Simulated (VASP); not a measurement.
# Ti (P6_3/mmc) in VASP: single point with PBE

Aim: the single point of Ti with PBE.

Everything below comes from runs of VASP 6.6.1. Logs are shortened: lines on timing, memory, paths and dates and some standing lists are left out, and cuts for length are marked.

**1. The cell of the first run**

The structure is hexagonal, space group P6_3/mmc (No. 194). The conventional cell has a = 2.922 Å, b = 2.922 Å, c = 4.631 Å, α = 90.00°, β = 90.00°, γ = 120.00°. Within 3.8 Å of Ti (site symmetry -6m2) lie 12 Ti at 2.86 to 2.92 Å.

**2. Single point, PBE**

The input, INCAR:

```
SYSTEM = Ti
PREC     = Accurate       ! precision mode
ENCUT    = 520            ! plane-wave cutoff, eV
EDIFF    = 1E-6           ! SCF threshold, eV
ISMEAR   = 0              ! smearing method
SIGMA    = 0.3            ! smearing width, eV
LREAL    = .FALSE.        ! projectors in reciprocal space
LASPH    = .TRUE.         ! aspherical terms in the spheres
NELM     = 80             ! most SCF steps
ALGO     = Fast           ! electronic algorithm
ISIF     = 2              ! what is computed and relaxed
LWAVE    = .FALSE.        ! write WAVECAR
LCHARG   = .FALSE.        ! write CHGCAR
GGA      = PE             ! functional
NBANDS   = 19             ! bands
```

The input, KPOINTS:

```
Automatic mesh
0
G
  20 20 12
  0 0 0
```

The input, POSCAR:

```
Ti
1.0
    2.9220452715      0.0000000000      0.0000000000
   -1.4610226358      2.5305654361      0.0000000000
    0.0000000000      0.0000000000      4.6310721904
Ti
2
Direct
    0.3333333333      0.6666666667      0.2500000000
    0.6666666667      0.3333333333      0.7500000000
```

Potentials or basis: VASP PAW PBE potentials, release 64 (Ti_sv).

The run is started by

```
$ cat potpaw_PBE.64/Ti_sv/POTCAR > POTCAR
$ mpirun -np 1 vasp_std > vasp.out
```

OUTCAR:

```text
SYSTEM = Ti
   PREC = Accurate
   ENCUT = 520
   EDIFF = 1E-6
   ISMEAR = 0
   LREAL = .FALSE.
   LASPH = .TRUE.
   NELM = 80
   ISIF = 2
   GGA = PE

 ion  position               nearest neighbor table
   1  0.333  0.667  0.250-   2 2.86   2 2.86   2 2.86   2 2.86   2 2.86   2 2.86
   2  0.667  0.333  0.750-   1 2.86   1 2.86   1 2.86   1 2.86   1 2.86   1 2.86

  LATTYP: Found a hexagonal cell.
 ALAT       =     2.9220452715
 C/A-ratio  =     1.5848735253

  Lattice vectors:

 A1 = (   2.9220452715,   0.0000000000,   0.0000000000)
 A2 = (  -1.4610226358,   2.5305654361,   0.0000000000)
 A3 = (   0.0000000000,   0.0000000000,   4.6310721904)

Analysis of symmetry for initial positions (statically):
=====================================================================
 Subroutine PRICEL returns:
 Original cell was already a primitive cell.

 Routine SETGRP: Setting up the symmetry group for a
 hexagonal supercell.

 Subroutine GETGRP returns: Found 24 space group operations
 (whereof 12 operations were pure point group operations)
 out of a pool of 24 trial point group operations.

The static configuration has the point symmetry D_3d.
 The point group associated with its full space group is D_6h.

Analysis of symmetry for dynamics (positions and initial velocities):
=====================================================================
 Subroutine PRICEL returns:
 Original cell was already a primitive cell.

 Routine SETGRP: Setting up the symmetry group for a
 hexagonal supercell.

 Subroutine GETGRP returns: Found 24 space group operations
 (whereof 12 operations were pure point group operations)
 out of a pool of 24 trial point group operations.

The dynamic configuration has the point symmetry D_3d.
 The point group associated with its full space group is D_6h.

 Subroutine INISYM returns: Found 24 space group operations
 (whereof 12 operations are pure point group operations),
 and found     1 'primitive' translations

----------------------------------------------------------------------------------------

                                     Primitive cell

  volume of cell :      34.2441

  direct lattice vectors                    reciprocal lattice vectors
     2.922045272  0.000000000  0.000000000     0.342226046  0.197584300  0.000000000
    -1.461022636  2.530565436  0.000000000     0.000000000  0.395168600  0.000000000
     0.000000000  0.000000000  4.631072190     0.000000000  0.000000000  0.215932717

  length of vectors
     2.922045272  2.922045272  4.631072190     0.395168600  0.395168600  0.215932717

  position of ions in fractional coordinates (direct lattice)
     0.333333333  0.666666667  0.250000000
     0.666666667  0.333333333  0.750000000

  ion indices of the primitive-cell ions
   primitive index   ion index
                 1           1
                 2           2

----------------------------------------------------------------------------------------

 KPOINTS: Automatic mesh

Automatic generation of k-mesh.
 Grid dimensions read from file:
 generate k-points for:   20   20   12

 Generating k-lattice:

  Cartesian coordinates                     Fractional coordinates (reciprocal lattice)
     0.017111302  0.009879215  0.000000000     0.050000000  0.000000000  0.000000000
     0.000000000  0.019758430  0.000000000     0.000000000  0.050000000  0.000000000
     0.000000000  0.000000000  0.017994393     0.000000000  0.000000000  0.083333333

  Length of vectors
     0.019758430  0.019758430  0.017994393

  Shift w.r.t. Gamma in fractional coordinates (k-lattice)
     0.000000000  0.000000000  0.000000000

 Subroutine IBZKPT returns following result:
 ===========================================

 Found    308 irreducible k-points:

 Following reciprocal coordinates:
            Coordinates               Weight
  0.000000  0.000000  0.000000      1.000000
  0.050000  0.000000  0.000000      6.000000
  0.100000  0.000000  0.000000      6.000000
  0.150000  0.000000  0.000000      6.000000
  0.200000  0.000000  0.000000      6.000000
  0.250000  0.000000  0.000000      6.000000
[... 16 lines left out ...]
  0.200000  0.100000  0.000000     12.000000
  0.250000  0.100000  0.000000     12.000000
 [... further k-points ...]
   k-points           NKPTS =    308   k-points in BZ     NKDIM =    308   number of bands    NBANDS=     19
   number of dos      NEDOS =    301   number of ions     NIONS =      2
   total plane-waves  NPLWV =  20736
   dimension x,y,z NGX =    24 NGY =   24 NGZ =   36
   dimension x,y,z NGXF=    48 NGYF=   48 NGZF=   72
   ions per type =               2
   NGX,Y,Z   is equivalent  to a cutoff of  13.65, 13.65, 12.92 a.u.
   NGXF,Y,Z  is equivalent  to a cutoff of  27.31, 27.31, 25.85 a.u.
 SYSTEM =  Ti
   PREC   = accura    normal or accurate (medium, high low for compatibility)
   ISTART =      0    job   : 0-new  1-cont  2-samecut
   ICHARG =      2    charge: 1-file 2-atom 10-const
   ISPIN  =      1    spin polarized calculation?
   LNONCOLLINEAR =      F non collinear calculations
   LSORBIT =      F    spin-orbit coupling
   LASPH  =      T    aspherical Exc in radial PAW
   ENCUT  =  520.0 eV  38.22 Ry    6.18 a.u.   5.43  5.43  8.61*2*pi/ulx,y,z
   NELM   =     80;   NELMIN=  2; NELMDL= -5     # of ELM steps
   EDIFF  = 0.1E-05   stopping-criterion for ELM
   LREAL  =      F    real-space projection
   EDIFFG = 0.1E-04   stopping-criterion for IOM
   NSW    =      0    number of steps for IOM
   IBRION =     -1    ionic relax: 0-MD 1-quasi-New 2-CG
   NFREE  =      0    steps in history (QN), initial steepest desc. (CG)
   ISIF   =      2    stress and relaxation
   ISYM   =      2    0-nonsym 1-usesym 2-fastsym
   POTIM  = 0.5000    time-step for ionic-motion
   TEBEG  =    0.0;   TEEND  =   0.0 temperature during run
   PSTRESS=    0.0 pullay stress
   NELECT =      24.0000    total number of electrons
   NUPDOWN=      -1.0000    fix difference up-down
   EMIN   =  10.00;   EMAX   =-10.00  energy-range for DOS
   EFERMI =   0.00;   METHOD = LEGACY
   ISMEAR =     0;   SIGMA  =   0.30  broadening in eV -4-tet -1-fermi 0-gaus
   EFERMI_NEDOS =   21; number of points for ismear=-14 and -15
   IALGO  =     68    algorithm
   IMIX   =      4    mixing-type and parameters
     AMIX     =   0.40;   BMIX     =  1.00
     AMIX_MAG =   1.60;   BMIX_MAG =  1.00
  volume/ion in A,a.u.               =      17.12       115.55
  Fermi-wavevector in a.u.,A,eV,Ry     =   1.454175  2.747992 28.771203  2.114624
  Thomas-Fermi vector in A             =   2.571356
   LORBIT       =      0    0 simple, 1 ext, 2 COOP (PROOUT), +10 PAW based schemes
   GGA     = PE    functional components
   LHFCALC =     F    Hartree Fock is set to
   AEXX    =    0.0000 exact exchange contribution
   IVDW    =     0    specifies the selected vdW correction
   LEPSILON=     F    determine dielectric tensor
   LRPA    =     F    only Hartree local field effects (RPA)
 non-spin polarized calculation
 RMM-DIIS sequential band-by-band and
 Gauss-broadening in eV      SIGMA  =   0.30
  energy-cutoff  :      520.00
  volume of cell :       34.24
 maximum number of plane-waves:       954
 NGX is ok and might be reduce to    24
   NGX = 11   NGY = 11   NGZ = 17

 number of electron      23.9999999 magnetization

 Free energy of the ion-electron system (eV)
  ---------------------------------------------------
  ext. energy  EPLUGINS =         0.00000000
  ---------------------------------------------------
  free energy    TOTEN  =       -15.71804191 eV

  energy without entropy =      -15.61511034  energy(sigma->0) =      -15.66657612

 E-fermi :   8.4573     XC(G=0): -11.5642

 val. band max:        8.4568254663   @ k =   0.1000   0.1000   0.1667
 cond. band min:       8.4635979769   @ k =   0.3000   0.2000   0.5000
 fundamental gap:      0.0067725106
 Fermi energy:         8.4573472302

 k-point     1 :       0.0000    0.0000    0.0000
  band No.  band energies     occupation
      1     -48.3379      2.00000
      2     -48.1933      2.00000
      3     -24.9342      2.00000
      4     -24.2748      2.00000
      5     -24.2748      2.00000
      6     -24.1931      2.00000
[... 11 lines left out ...]
     18      10.1501      0.00000
     19      11.7058      0.00000

 k-point     2 :       0.0500    0.0000    0.0000
  band No.  band energies     occupation
      1     -48.3352      2.00000
      2     -48.1923      2.00000
      3     -24.9284      2.00000
      4     -24.2867      2.00000
      5     -24.2788      2.00000
      6     -24.1955      2.00000
[... 11 lines left out ...]
     18      10.1090      0.00000
     19      11.7286      0.00000

 k-point     3 :       0.1000    0.0000    0.0000
  band No.  band energies     occupation
      1     -48.3275      2.00000
      2     -48.1893      2.00000
      3     -24.9114      2.00000
      4     -24.3214      2.00000
      5     -24.2903      2.00000
      6     -24.2184      2.00000
[... 11 lines left out ...]
     18       9.9969      0.00000
     19      11.7863      0.00000

 k-point     4 :       0.1500    0.0000    0.0000
  band No.  band energies     occupation
      1     -48.3154      2.00000
      2     -48.1847      2.00000
      3     -24.8839      2.00000
      4     -24.3757      2.00000
      5     -24.3077      2.00000
      6     -24.2735      2.00000
[... 11 lines left out ...]
     18      10.1719      0.00000
     19      11.8608      0.00000

 k-point     5 :       0.2000    0.0000    0.0000
  band No.  band energies     occupation
      1     -48.2997      2.00000
      2     -48.1794      2.00000
      3     -24.8475      2.00000
      4     -24.4446      2.00000
      5     -24.3415      2.00000
      6     -24.3291      2.00000
[... 11 lines left out ...]
     18      10.4525      0.00000
     19      11.9353      0.00000
[... 334 lines left out ...]
      2     -48.1823      2.00000
      3     -24.8680      2.00000
      4     -24.3942      2.00000
      5     -24.3500      2.00000
      6     -24.2755      2.00000
[... 11 lines left out ...]
     18      10.3578      0.00000
     19      11.8711      0.00000

 k-point    22 :       0.1500    0.1000    0.0000
  band No.  band energies     occupation
      1     -48.2933      2.00000
      2     -48.1774      2.00000
      3     -24.8325      2.00000
      4     -24.4517      2.00000
      5     -24.4048      2.00000
      6     -24.3076      2.00000
[... 11 lines left out ...]
     18      10.6798      0.00000
     19      11.9187      0.00000

 k-point    23 :       0.2000    0.1000    0.0000
  band No.  band energies     occupation
      1     -48.2760      2.00000
      2     -48.1725      2.00000
      3     -24.7900      2.00000
      4     -24.5212      2.00000
      5     -24.4604      2.00000
      6     -24.3424      2.00000
[... 11 lines left out ...]
     18      11.0534      0.00000
     19      11.9634      0.00000

 k-point    24 :       0.2500    0.1000    0.0000
  band No.  band energies     occupation
      1     -48.2577      2.00000
      2     -48.1685      2.00000
      3     -24.7432      2.00000
      4     -24.5938      2.00000
      5     -24.5131      2.00000
      6     -24.3767      2.00000
[... 11 lines left out ...]
     18      11.4632      0.00000
     19      12.0004      0.00000

 [... further k-points ...]
[... 5 lines left out ...]
  --------------------------------------------------------------------------------------
  -------------------------------------------------------------------------------------
  Total        0.3624604      0.3624604      0.3578020     -0.0000000      0.0000000     -0.0000000
  in kB       16.9584068     16.9584068     16.7404552     -0.0000000      0.0000000     -0.0000000
  external PRESSURE =      16.8857563 kB  Pullay stress =       0.0000000 kB

 VOLUME and BASIS-vectors are now :
 -----------------------------------------------------------------------------
  energy-cutoff  :      520.00
  volume of cell :       34.24
      direct lattice vectors                 reciprocal lattice vectors
     2.922045272  0.000000000  0.000000000     0.342226046  0.197584300  0.000000000
    -1.461022636  2.530565436  0.000000000     0.000000000  0.395168600  0.000000000
     0.000000000  0.000000000  4.631072190     0.000000000  0.000000000  0.215932717

 POSITION                                       TOTAL-FORCE (eV/Angst)
 -----------------------------------------------------------------------------------
     -0.00000      1.68704      1.15777        -0.000000      0.000000      0.000000
      1.46102      0.84352      3.47330         0.000000     -0.000000      0.000000
 -----------------------------------------------------------------------------------
    total drift:                               -0.000000      0.000000     -0.000000

  FREE ENERGIE OF THE ION-ELECTRON SYSTEM (eV)
  ---------------------------------------------------
  free  energy   TOTEN  =       -15.7180419051 eV

  energy  without entropy=      -15.6151103403  energy(sigma->0) =      -15.66657612
```

Run time: 13 min. Hardware: 1 thread of AMD EPYC 7R43 (Zen 3), shared host; peak memory 0.24 GiB.

What came out:

```
Free energy            : -15.7180 eV
Pressure               : 1.7 GPa
Band gap on the k mesh : zero (band 12 reaches 9.27 eV, above the bottom of band 13 at 8.14 eV)
```
